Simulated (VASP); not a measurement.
**HfO2: single point with PBEsol**

The system is HfO2.

```
Hf O
1.0
     0.00000    2.45291    2.45291
     2.45291    0.00000    2.45291
     2.45291    2.45291    0.00000
Hf O
1 2
Direct
  0.00000 0.00000 0.00000
  0.25000 0.25000 0.25000
  0.75000 0.75000 0.75000
```

```
Program             : VASP 6.6.1
Task                : single point
Functional          : PBEsol
Potentials or basis : VASP PAW PBE potentials, release 64 (Hf_pv, O)
Cutoff              : 520 eV
k mesh              : 8 × 8 × 8
Occupations         : gaussian, width 0.05 eV
Spin                : no spin polarisation
```

```
Pressure               : 21.8 GPa
Band gap on the k mesh : 3.92 eV, direct
```

Levels at points of the mesh, in eV from the valence-band top:
| k point | band 9 | band 10 | band 11 | band 12 | band 13 | band 14 |
| --- | --- | --- | --- | --- | --- | --- |
| (0.00, 0.00, 0.00) | -0.67 | -0.67 | -0.67 | 3.99 | 3.99 | 6.43 |
| (0.50, 0.00, 0.00) | -3.00 | -1.96 | -1.96 | 4.87 | 4.87 | 7.93 |
| (0.50, 0.50, 0.00) | -1.72 | -1.72 | 0.00 | 3.92 | 5.95 | 7.54 |

Run time: 8.7 s on 1 thread of Intel(R) Xeon(R) 6975P-C (Granite Rapids), with other jobs on the host, peak memory 0.16 GiB.

Caveat: the PAW data sets were made with another functional, which shifts forces and pressure a little; spin-orbit coupling is left out, which moves the levels of the heavy elements. A k mesh can miss the band edges.
